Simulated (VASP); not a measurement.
# CaO (rock salt type) (Fm-3m) in VASP: a series of runs, part 2 of 2

VASP 6.6.1. The steps go on from the part before.

### Step 3. Single point, r2SCAN

This run uses another cell than the first one, of 13.81 Å³/atom.

The input, POSCAR:

```
CaO
1.0
    0.0000000000      2.3993654360      2.3993654360
    2.3993654360      0.0000000000      2.3993654360
    2.3993654360      2.3993654360      0.0000000000
Ca O
1 1
Direct
    0.0000000000      0.0000000000      0.0000000000
    0.5000000000      0.5000000000      0.5000000000
```

The input, INCAR.step1:

```
ALGO     = Normal         # electronic algorithm
EDIFF    = 1E-4           # SCF threshold, eV
ENCUT    = 520            # plane-wave cutoff, eV
GGA      = PE             # functional
ISMEAR   = -1             # smearing method
LASPH    = True           # aspherical terms in the spheres
LCHARG   = False          # write CHGCAR
LREAL    = False          # projectors in reciprocal space
LWAVE    = True           # write WAVECAR
NBANDS   = 15             # bands
NELM     = 60             # most SCF steps
PREC     = Accurate       # precision mode
SIGMA    = 0.1            # smearing width, eV
```

The input, INCAR.step2:

```
ALGO     = Normal         # electronic algorithm
EDIFF    = 1E-6           # SCF threshold, eV
ENCUT    = 520            # plane-wave cutoff, eV
ISIF     = 2              # what is computed and relaxed
ISMEAR   = -1             # smearing method
ISTART   = 1            
LASPH    = True           # aspherical terms in the spheres
LCHARG   = True           # write CHGCAR
LELF     = True           # ELF
LMIXTAU  = True         
LREAL    = False          # projectors in reciprocal space
LVHAR    = True         
LWAVE    = False          # write WAVECAR
METAGGA  = R2SCAN         # meta-GGA
NBANDS   = 15             # bands
NELM     = 60             # most SCF steps
PREC     = Accurate       # precision mode
SIGMA    = 0.1            # smearing width, eV
```

The input, KPOINTS:

```
k-points
0
Gamma
  12 12 12
```

Potentials or basis: VASP PAW PBE potentials, release 64 (Ca_sv, O).

Run with:

```
$ cat potpaw_PBE.64/Ca_sv/POTCAR potpaw_PBE.64/O/POTCAR > POTCAR
$ cp INCAR.step1 INCAR
$ mpirun -np 1 vasp_std > vasp.out
$ cp INCAR.step2 INCAR
$ mpirun -np 1 vasp_std > vasp.out
```

OUTCAR:

```text
EDIFF = 1E-6
   ENCUT = 520
   ISIF = 2
   ISMEAR = -1
   ISTART = 1
   LASPH = True
   LREAL = False
   METAGGA = R2SCAN
   NELM = 60
   PREC = Accurate

 ion  position               nearest neighbor table
   1  0.000  0.000  0.000-   2 2.40   2 2.40   2 2.40   2 2.40   2 2.40   2 2.40
   2  0.500  0.500  0.500-   1 2.40   1 2.40   1 2.40   1 2.40   1 2.40   1 2.40

  LATTYP: Found a face centered cubic cell.
 ALAT       =     4.7987308720

  Lattice vectors:

 A1 = (   0.0000000000,   2.3993654360,   2.3993654360)
 A2 = (   2.3993654360,   0.0000000000,   2.3993654360)
 A3 = (   2.3993654360,   2.3993654360,   0.0000000000)

Analysis of symmetry for initial positions (statically):
=====================================================================
 Subroutine PRICEL returns:
 Original cell was already a primitive cell.

 Routine SETGRP: Setting up the symmetry group for a
 face centered cubic supercell.

 Subroutine GETGRP returns: Found 48 space group operations
 (whereof 48 operations were pure point group operations)
 out of a pool of 48 trial point group operations.

The static configuration has the point symmetry O_h .

Analysis of symmetry for dynamics (positions and initial velocities):
=====================================================================
 Subroutine PRICEL returns:
 Original cell was already a primitive cell.

 Routine SETGRP: Setting up the symmetry group for a
 face centered cubic supercell.

 Subroutine GETGRP returns: Found 48 space group operations
 (whereof 48 operations were pure point group operations)
 out of a pool of 48 trial point group operations.

The dynamic configuration has the point symmetry O_h .

 Subroutine INISYM returns: Found 48 space group operations
 (whereof 48 operations are pure point group operations),
 and found     1 'primitive' translations

----------------------------------------------------------------------------------------

                                     Primitive cell

  volume of cell :      27.6261

  direct lattice vectors                    reciprocal lattice vectors
     0.000000000  2.399365436  2.399365436    -0.208388432  0.208388432  0.208388432
     2.399365436  0.000000000  2.399365436     0.208388432 -0.208388432  0.208388432
     2.399365436  2.399365436  0.000000000     0.208388432  0.208388432 -0.208388432

  length of vectors
     3.393215141  3.393215141  3.393215141     0.360939351  0.360939351  0.360939351

  position of ions in fractional coordinates (direct lattice)
     0.000000000  0.000000000  0.000000000
     0.500000000  0.500000000  0.500000000

  ion indices of the primitive-cell ions
   primitive index   ion index
                 1           1
                 2           2

----------------------------------------------------------------------------------------

 KPOINTS: k-points

Automatic generation of k-mesh.
 Grid dimensions read from file:
 generate k-points for:   12   12   12

 Generating k-lattice:

  Cartesian coordinates                     Fractional coordinates (reciprocal lattice)
[... 40 lines left out ...]
 -0.416667  0.166667  0.000000     24.000000
 [... further k-points ...]
   k-points           NKPTS =     72   k-points in BZ     NKDIM =     72   number of bands    NBANDS=     15
   number of dos      NEDOS =    301   number of ions     NIONS =      2
   total plane-waves  NPLWV =  21952
   dimension x,y,z NGX =    28 NGY =   28 NGZ =   28
   dimension x,y,z NGXF=    56 NGYF=   56 NGZF=   56
   ions per type =               1   1
   NGX,Y,Z   is equivalent  to a cutoff of  13.72, 13.72, 13.72 a.u.
   NGXF,Y,Z  is equivalent  to a cutoff of  27.44, 27.44, 27.44 a.u.
 SYSTEM =  unknown system
   PREC   = accura    normal or accurate (medium, high low for compatibility)
   ISTART =      1    job   : 0-new  1-cont  2-samecut
   ICHARG =      0    charge: 1-file 2-atom 10-const
   ISPIN  =      1    spin polarized calculation?
   LNONCOLLINEAR =      F non collinear calculations
   LSORBIT =      F    spin-orbit coupling
   LASPH  =      T    aspherical Exc in radial PAW
   ENCUT  =  520.0 eV  38.22 Ry    6.18 a.u.   6.31  6.31  6.31*2*pi/ulx,y,z
   NELM   =     60;   NELMIN=  2; NELMDL=  0     # of ELM steps
   EDIFF  = 0.1E-05   stopping-criterion for ELM
   LREAL  =      F    real-space projection
   EDIFFG = 0.1E-04   stopping-criterion for IOM
   NSW    =      0    number of steps for IOM
   IBRION =     -1    ionic relax: 0-MD 1-quasi-New 2-CG
   NFREE  =      0    steps in history (QN), initial steepest desc. (CG)
   ISIF   =      2    stress and relaxation
   ISYM   =      2    0-nonsym 1-usesym 2-fastsym
   POTIM  = 0.5000    time-step for ionic-motion
   TEBEG  =    0.0;   TEEND  =   0.0 temperature during run
   PSTRESS=    0.0 pullay stress
   NELECT =      16.0000    total number of electrons
   NUPDOWN=      -1.0000    fix difference up-down
   EMIN   =  10.00;   EMAX   =-10.00  energy-range for DOS
   EFERMI =   0.00;   METHOD = LEGACY
   ISMEAR =    -1;   SIGMA  =   0.10  broadening in eV -4-tet -1-fermi 0-gaus
   EFERMI_NEDOS =   21; number of points for ismear=-14 and -15
   IALGO  =     38    algorithm
   IMIX   =      4    mixing-type and parameters
     AMIX     =   0.40;   BMIX     =  1.00
     AMIX_MAG =   1.60;   BMIX_MAG =  1.00
  volume/ion in A,a.u.               =      13.81        93.21
  Fermi-wavevector in a.u.,A,eV,Ry     =   1.364610  2.578738 25.336217  1.862159
  Thomas-Fermi vector in A             =   2.490910
   LORBIT       =      0    0 simple, 1 ext, 2 COOP (PROOUT), +10 PAW based schemes
   METAGGA = R2SCAN    functional components
   LHFCALC =     F    Hartree Fock is set to
   AEXX    =    0.0000 exact exchange contribution
   IVDW    =     0    specifies the selected vdW correction
   LEPSILON=     F    determine dielectric tensor
   LRPA    =     F    only Hartree local field effects (RPA)
 non-spin polarized calculation
  energy-cutoff  :      520.00
  volume of cell :       27.63
 maximum number of plane-waves:       757
 NGX is ok and might be reduce to    28
   NGX = 13   NGY = 13   NGZ = 13

 number of electron      15.9999997 magnetization

 Free energy of the ion-electron system (eV)
  ---------------------------------------------------
  ext. energy  EPLUGINS =         0.00000000
  ---------------------------------------------------
  free energy    TOTEN  =       -19.45349028 eV

  energy without entropy =      -19.45349028  energy(sigma->0) =      -19.45349028

 E-fermi :   4.2348     XC(G=0): -11.1000

 val. band max:        2.0419396290   @ k =   0.0000   0.0000   0.0000
 cond. band min:       6.2296783192   @ k =   0.5000   0.5000   0.0000
 fundamental gap:      4.1877386902
 Fermi energy:         4.2347955452

 k-point     1 :       0.0000    0.0000    0.0000
  band No.  band energies     occupation
      1     -36.9936      2.00000
      2     -16.8820      2.00000
      3     -16.8820      2.00000
      4     -16.8820      2.00000
      5     -14.4407      2.00000
      6       2.0419      2.00000
      7       2.0419      2.00000
      8       2.0419      2.00000
      9       7.5113      0.00000
     10       8.9071      0.00000
     11       8.9071      0.00000
     12       8.9071      0.00000
     13      10.5112      0.00000
     14      10.5112      0.00000
[... 401 lines left out ...]
      2     -17.9545      2.00000
      3     -17.0696      2.00000
      4     -16.9596      2.00000
      5     -13.3334      2.00000
      6      -0.2129      2.00000
      7       0.9148      2.00000
      8       0.9153      2.00000
      9       9.5832      0.00000
     10       9.9305      0.00000
     11      11.1600      0.00000
     12      11.8540      0.00000
     13      13.1982      0.00000
     14      14.1666      0.00000
     15      17.1279      0.00000

 [... further k-points ...]

------------------------ aborting loop because EDIFF is reached ----------------------------------------

  FORCE on cell =-STRESS in cart. coord.  units (eV):
  Direction    XX          YY          ZZ          XY          YZ          ZX
  --------------------------------------------------------------------------------------
  -------------------------------------------------------------------------------------
  Total        0.1313028      0.1313028      0.1313028      0.0000000      0.0000000      0.0000000
  in kB        7.6149189      7.6149189      7.6149189      0.0000000      0.0000000      0.0000000
  external PRESSURE =       7.6149189 kB  Pullay stress =       0.0000000 kB

 VOLUME and BASIS-vectors are now :
 -----------------------------------------------------------------------------
  energy-cutoff  :      520.00
  volume of cell :       27.63
      direct lattice vectors                 reciprocal lattice vectors
     0.000000000  2.399365436  2.399365436    -0.208388432  0.208388432  0.208388432
     2.399365436  0.000000000  2.399365436     0.208388432 -0.208388432  0.208388432
     2.399365436  2.399365436  0.000000000     0.208388432  0.208388432 -0.208388432

 POSITION                                       TOTAL-FORCE (eV/Angst)
 -----------------------------------------------------------------------------------
      0.00000      0.00000      0.00000         0.000000      0.000000      0.000000
      2.39937      2.39937      2.39937        -0.000000     -0.000000     -0.000000
 -----------------------------------------------------------------------------------
    total drift:                                0.000000      0.000000      0.000000

  FREE ENERGIE OF THE ION-ELECTRON SYSTEM (eV)
  ---------------------------------------------------
  free  energy   TOTEN  =       -19.4534902837 eV

  energy  without entropy=      -19.4534902836  energy(sigma->0) =      -19.45349028
```

Wall time 75 s (1 thread of AMD EPYC 9R45 (Zen 5), shared host); peak memory 0.15 GiB.

Results:

```
Free energy            : -19.4535 eV
Pressure               : 0.8 GPa
Band gap on the k mesh : 4.19 eV (least direct gap 4.56 eV)
```

Caveat: the PAW data sets were made with another functional, which shifts forces and pressure a little. A k mesh can miss the band edges.

### Step 4. Single point, r2SCAN

This run uses another cell than the first one, of 13.81 Å³/atom.

POSCAR is that of step 3.

The input, INCAR.step1:

```
SYSTEM = CaO
PREC     = Accurate       ! precision mode
ENCUT    = 520            ! plane-wave cutoff, eV
ISMEAR   = -1             ! smearing method
SIGMA    = 0.1            ! smearing width, eV
LREAL    = .FALSE.        ! projectors in reciprocal space
LASPH    = .TRUE.         ! aspherical terms in the spheres
NELM     = 60             ! most SCF steps
NBANDS   = 15             ! bands
GGA      = PE             ! functional
ALGO     = Normal         ! electronic algorithm
EDIFF    = 1E-4           ! SCF threshold, eV
LWAVE    = .TRUE.         ! write WAVECAR
LCHARG   = .FALSE.        ! write CHGCAR
```

The input, INCAR.step2:

```
SYSTEM = CaO
PREC     = Accurate       ! precision mode
ENCUT    = 520            ! plane-wave cutoff, eV
EDIFF    = 1E-6           ! SCF threshold, eV
ISMEAR   = -1             ! smearing method
SIGMA    = 0.1            ! smearing width, eV
LREAL    = .FALSE.        ! projectors in reciprocal space
LASPH    = .TRUE.         ! aspherical terms in the spheres
NELM     = 60             ! most SCF steps
ALGO     = Normal         ! electronic algorithm
ISIF     = 2              ! what is computed and relaxed
LWAVE    = .FALSE.        ! write WAVECAR
LCHARG   = .FALSE.        ! write CHGCAR
METAGGA  = R2SCAN         ! meta-GGA
LMIXTAU  = .TRUE.       
NBANDS   = 15             ! bands
ISTART   = 1
```

The input, KPOINTS:

```
regular mesh
0
G
  12 12 12
  0 0 0
```

Potentials or basis: VASP PAW PBE potentials, release 64 (Ca_sv, O).

Run with:

```
$ cat potpaw_PBE.64/Ca_sv/POTCAR potpaw_PBE.64/O/POTCAR > POTCAR
$ cp INCAR.step1 INCAR
$ mpirun -np 1 vasp_std > vasp.out
$ cp INCAR.step2 INCAR
$ mpirun -np 1 vasp_std > vasp.out
```

OUTCAR:

```text
SYSTEM = CaO
   PREC = Accurate
   ENCUT = 520
   EDIFF = 1E-6
   ISMEAR = -1
   LREAL = .FALSE.
   LASPH = .TRUE.
   NELM = 60
   ISIF = 2
   METAGGA = R2SCAN
   ISTART = 1

 ion  position               nearest neighbor table
   1  0.000  0.000  0.000-   2 2.40   2 2.40   2 2.40   2 2.40   2 2.40   2 2.40
   2  0.500  0.500  0.500-   1 2.40   1 2.40   1 2.40   1 2.40   1 2.40   1 2.40

  LATTYP: Found a face centered cubic cell.
 ALAT       =     4.7987308720

  Lattice vectors:

 A1 = (   0.0000000000,   2.3993654360,   2.3993654360)
 A2 = (   2.3993654360,   0.0000000000,   2.3993654360)
 A3 = (   2.3993654360,   2.3993654360,   0.0000000000)

Analysis of symmetry for initial positions (statically):
=====================================================================
 Subroutine PRICEL returns:
 Original cell was already a primitive cell.

 Routine SETGRP: Setting up the symmetry group for a
 face centered cubic supercell.

 Subroutine GETGRP returns: Found 48 space group operations
 (whereof 48 operations were pure point group operations)
 out of a pool of 48 trial point group operations.

The static configuration has the point symmetry O_h .

Analysis of symmetry for dynamics (positions and initial velocities):
=====================================================================
 Subroutine PRICEL returns:
 Original cell was already a primitive cell.

 Routine SETGRP: Setting up the symmetry group for a
 face centered cubic supercell.

 Subroutine GETGRP returns: Found 48 space group operations
 (whereof 48 operations were pure point group operations)
 out of a pool of 48 trial point group operations.

The dynamic configuration has the point symmetry O_h .

 Subroutine INISYM returns: Found 48 space group operations
 (whereof 48 operations are pure point group operations),
 and found     1 'primitive' translations

----------------------------------------------------------------------------------------
[... 121 lines left out ...]
   IVDW    =     0    specifies the selected vdW correction
   LEPSILON=     F    determine dielectric tensor
   LRPA    =     F    only Hartree local field effects (RPA)
 non-spin polarized calculation
  energy-cutoff  :      520.00
  volume of cell :       27.63
 maximum number of plane-waves:       757
 NGX is ok and might be reduce to    28
   NGX = 13   NGY = 13   NGZ = 13

 number of electron      15.9999997 magnetization

 Free energy of the ion-electron system (eV)
  ---------------------------------------------------
  ext. energy  EPLUGINS =         0.00000000
  ---------------------------------------------------
  free energy    TOTEN  =       -19.45349028 eV

  energy without entropy =      -19.45349028  energy(sigma->0) =      -19.45349028

 E-fermi :   4.2348     XC(G=0): -11.1000

 val. band max:        2.0419396290   @ k =   0.0000   0.0000   0.0000
 cond. band min:       6.2296783192   @ k =   0.5000   0.5000   0.0000
 fundamental gap:      4.1877386902
 Fermi energy:         4.2347955452

 k-point     1 :       0.0000    0.0000    0.0000
  band No.  band energies     occupation
      1     -36.9936      2.00000
      2     -16.8820      2.00000
      3     -16.8820      2.00000
      4     -16.8820      2.00000
      5     -14.4407      2.00000
      6       2.0419      2.00000
      7       2.0419      2.00000
      8       2.0419      2.00000
      9       7.5113      0.00000
     10       8.9071      0.00000
     11       8.9071      0.00000
     12       8.9071      0.00000
     13      10.5112      0.00000
     14      10.5112      0.00000
[... 401 lines left out ...]
      2     -17.9545      2.00000
      3     -17.0696      2.00000
      4     -16.9596      2.00000
      5     -13.3334      2.00000
      6      -0.2129      2.00000
      7       0.9148      2.00000
      8       0.9153      2.00000
      9       9.5832      0.00000
     10       9.9305      0.00000
     11      11.1600      0.00000
     12      11.8540      0.00000
     13      13.1982      0.00000
     14      14.1666      0.00000
     15      17.1279      0.00000

 [... further k-points ...]

------------------------ aborting loop because EDIFF is reached ----------------------------------------

  FORCE on cell =-STRESS in cart. coord.  units (eV):
  Direction    XX          YY          ZZ          XY          YZ          ZX
  --------------------------------------------------------------------------------------
  -------------------------------------------------------------------------------------
  Total        0.1313028      0.1313028      0.1313028      0.0000000      0.0000000      0.0000000
  in kB        7.6149189      7.6149189      7.6149189      0.0000000      0.0000000      0.0000000
  external PRESSURE =       7.6149189 kB  Pullay stress =       0.0000000 kB

 VOLUME and BASIS-vectors are now :
 -----------------------------------------------------------------------------
  energy-cutoff  :      520.00
  volume of cell :       27.63
      direct lattice vectors                 reciprocal lattice vectors
     0.000000000  2.399365436  2.399365436    -0.208388432  0.208388432  0.208388432
     2.399365436  0.000000000  2.399365436     0.208388432 -0.208388432  0.208388432
     2.399365436  2.399365436  0.000000000     0.208388432  0.208388432 -0.208388432

 POSITION                                       TOTAL-FORCE (eV/Angst)
 -----------------------------------------------------------------------------------
      0.00000      0.00000      0.00000         0.000000      0.000000      0.000000
      2.39937      2.39937      2.39937        -0.000000     -0.000000     -0.000000
 -----------------------------------------------------------------------------------
    total drift:                                0.000000      0.000000      0.000000

  FREE ENERGIE OF THE ION-ELECTRON SYSTEM (eV)
  ---------------------------------------------------
  free  energy   TOTEN  =       -19.4534902837 eV

  energy  without entropy=      -19.4534902836  energy(sigma->0) =      -19.45349028
```

Run time: 68 s. Hardware: 1 thread of AMD EPYC 9R45 (Zen 5), shared host; peak memory 0.15 GiB.

Results:

- Free energy: -19.4535 eV
- Pressure: 0.8 GPa
- Band gap on the k mesh: 4.19 eV (least direct gap 4.56 eV)

Caveat: the PAW data sets were made with another functional, which shifts forces and pressure a little. A k mesh can miss the band edges.
